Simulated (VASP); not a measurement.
Os2F:

```
Os F
1.0
     1.54413    0.89151    4.66368
    -1.54413    0.89151    4.66368
     0.00000   -1.78301    4.66368
Os F
2 1
Direct
  0.75000 0.75000 0.75000
  0.25000 0.25000 0.25000
  0.00000 0.00000 0.00000
```

```yaml
Program: VASP 6.6.1
Task: relaxation of cell and atoms
Functional: PBE
Potentials_or_basis: VASP PAW PBE potentials, release 64 (Os_sv_GW, F)
Cutoff: 700 eV
k_mesh: 6 × 6 × 6
Occupations: gaussian, width 0.1 eV
Spin: no spin polarisation
```

At the start: pressure 23.8 GPa; volume 12.84 Å³/atom.

Task: Where does the relaxation end?

Result: Over 18 steps the energy falls by 1477.6 meV/atom and the volume is 17.69 Å³/atom (+37.8 %); space group R-3m (No. 166, to 0.1 Å) before and after.

The path:
```tsv
step	energy change (eV)	largest force (eV/Å)	pressure (GPa)	volume (Å³)
1	0.0000	6.7938	23.79	38.52
2	-2.4957	4.2872	-25.53	50.14
3	-2.5853	4.5949	-25.89	51.46
4	-3.6454	4.7093	38.93	45.65
5	-4.1336	0.8432	7.28	47.43
6	-4.1371	0.6529	8.91	47.32
7	-4.1376	0.5143	10.11	47.24
8	-4.2782	2.3379	14.34	49.76
9	-4.3010	1.3108	13.41	49.21
10	-4.3807	0.1753	-4.20	54.69
11	-4.4183	0.5501	1.44	52.60
12	-4.4290	0.1942	0.01	52.57
13	-4.4291	0.1556	0.09	52.57
14	-4.4306	0.0932	0.40	52.60
15	-4.4316	0.0128	0.92	52.64
16	-4.4325	0.0720	0.21	52.91
17	-4.4326	0.0957	0.02	52.99
18	-4.4328	0.0213	0.05	53.07
```

Final structure:
```xyz
3
Lattice="1.7530 1.0121 4.9853 -1.7530 1.0121 4.9853 0.0000 -2.0242 4.9853" Properties=species:S:1:pos:R:3 pbc="T T T"
Os    0.0000    0.0000   11.8929
Os    0.0000    0.0000    3.0629
F     0.0000    0.0000    0.0000
```

Caveat: the k points lie up to 0.35 Å⁻¹ apart in the final cell, too coarse for converged energies and pressures of a metal; the volume moved by over 15 % at a fixed basis, so the end points are rough.
